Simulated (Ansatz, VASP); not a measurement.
**K2H3Au: VASP beside Ansatz**

The input POSCAR:

```
K2H3Au
1.0
    3.5214895032      0.0000000000      0.0000000000
   -1.7607447516      3.0496993690      0.0000000000
    0.0000000000      0.0000000000      9.3380595746
K H Au
2 3 1
Direct
    0.6666666667      0.3333333333      0.2173510028
    0.3333333333      0.6666666667      0.7826489972
    0.6666666667      0.3333333333      0.9319006225
    0.3333333333      0.6666666667      0.0680993775
    0.0000000000      0.0000000000      0.0000000000
    0.0000000000      0.0000000000      0.5000000000
```

Contents of INCAR.step1:

```
SYSTEM = K2H3Au
PREC = Accurate
ENCUT = 520
ISMEAR = -1
SIGMA = 0.03
LREAL = .False.
LASPH = .True.
NELM = 60
NBANDS = 25
GGA = PE
ALGO = Normal
EDIFF = 1E-4
LWAVE = .True.
LCHARG = .False.
```

INCAR.step2

```
SYSTEM = K2H3Au
PREC = Accurate
ENCUT = 520
EDIFF = 1E-6
ISMEAR = -1
SIGMA = 0.03
LREAL = .False.
LASPH = .True.
NELM = 60
ALGO = Normal
ISIF = 2
LWAVE = .False.
LCHARG = .False.
METAGGA = R2SCAN
LMIXTAU = .True.
LUSE_VDW = .True.
IVDW_NL = 2
BPARAM = 11.95
CPARAM = 0.0093
NBANDS = 25
ISTART = 1
```

Contents of KPOINTS:

```
regular mesh
0
Gamma
  12 12 4
  0 0 0
```

Input for Ansatz:

```yaml
crystal:
  lattice:
    - [3.5214895032, 0.0, 0.0]
    - [-1.7607447516, 3.049699369, 0.0]
    - [0.0, 0.0, 9.3380595746]
  atoms:
    - { symbol: K, position: [0.6666666667, 0.3333333333, 0.2173510028] }
    - { symbol: K, position: [0.3333333333, 0.6666666667, 0.7826489972] }
    - { symbol: H, position: [0.6666666667, 0.3333333333, 0.9319006225] }
    - { symbol: H, position: [0.3333333333, 0.6666666667, 0.0680993775] }
    - { symbol: H, position: [0.0, 0.0, 0.0] }
    - { symbol: Au, position: [0.0, 0.0, 0.5] }
kpoints:
  mp_grid: { grid: [12, 12, 4] }
  band_path:
    path:
      - [0.0, 0.0, 0.0]
      - [0.5, 0.0, 0.0]
      - [0.3333333333, 0.3333333333, 0.0]
      - [0.0, 0.0, 0.5]
      - [0.5, 0.0, 0.5]
      - [0.3333333333, 0.3333333333, 0.5]
    npoints: 1
hamiltonian:
  xc: r2scan
  dispersion: rvv10
scf:
  occupations: { method: fermi_dirac, width: 0.03 }
  n_extra_bands: 5
output:
  forces: true
  stress: true
  eigenvalues: true
```

Alike in both runs: task single point; functional r2SCAN; dispersion rVV10; k mesh 12 × 12 × 4; occupations fermi-dirac, width 0.03 eV; no spin polarisation.

|  | VASP | Ansatz |
| --- | --- | --- |
| version | VASP 6.6.1 | Ansatz 0.2.0 |
| potentials or method | VASP PAW PBE potentials, release 64 (K_sv, H, Au) | plane waves, PAW |
| plane-wave cutoff (eV) | 520 | 500 |
| valence electrons in the cell | 32 | 40 |

```csv
,VASP,Ansatz,Ansatz less VASP
pressure (GPa),0.1,0.0,-0.09
```

VASP's potentials were made for PBE, not for r2SCAN. VASP's potentials hold 32 valence electrons a cell and Ansatz's 40, so a difference there can come from the potentials and not from the codes.

Neither program's run includes spin-orbit coupling.
